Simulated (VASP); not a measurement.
A run of VASP 6.6.1 is set up as follows.

Contents of INCAR:

```
PREC = Accurate
ENCUT = 520
EDIFF = 1E-7
ISMEAR = -1
SIGMA = 0.02
LREAL = F
LASPH = T
NELM = 80
ALGO = Normal
ISIF = 2
LWAVE = F
LCHARG = T
GGA = PE
LELF = T
LVHAR = T
NBANDS = 17
```

File KPOINTS:

```
Automatic mesh
0
Gamma
  9 9 9
```

File POSCAR:

```
SnSe
1.0
    0.0903000000      3.0551500000      3.0551500000
    3.0551500000      0.0903000000      3.0551500000
    3.0551500000      3.0551500000      0.0903000000
Sn Se
1 1
Direct
    0.0000000000      0.0000000000      0.0000000000
    0.5000000000      0.5000000000      0.5000000000
```

Potentials or basis: VASP PAW PBE potentials, release 64 (Sn_d, Se).

Run with:

```sh
$ cat potpaw_PBE.64/Sn_d/POTCAR potpaw_PBE.64/Se/POTCAR > POTCAR
$ mpirun -np 1 vasp_std > vasp.out
```

Task: Estimate the band gap on the k mesh.

Result: 0.30 eV, indirect (least direct gap 0.56 eV).

Task: What does it give for the pressure?

Result: 1.0 GPa.

Stress tensor (GPa, compression positive):
```
 1.03 -0.58 -0.58
-0.58  1.03 -0.58
-0.58 -0.58  1.03
```

Caveat: the cell differs from its parent crystal (equal xy, yz and zx shear strains of +3 %); spin-orbit coupling is left out, which moves the levels of the heavy elements. A k mesh can miss the band edges.
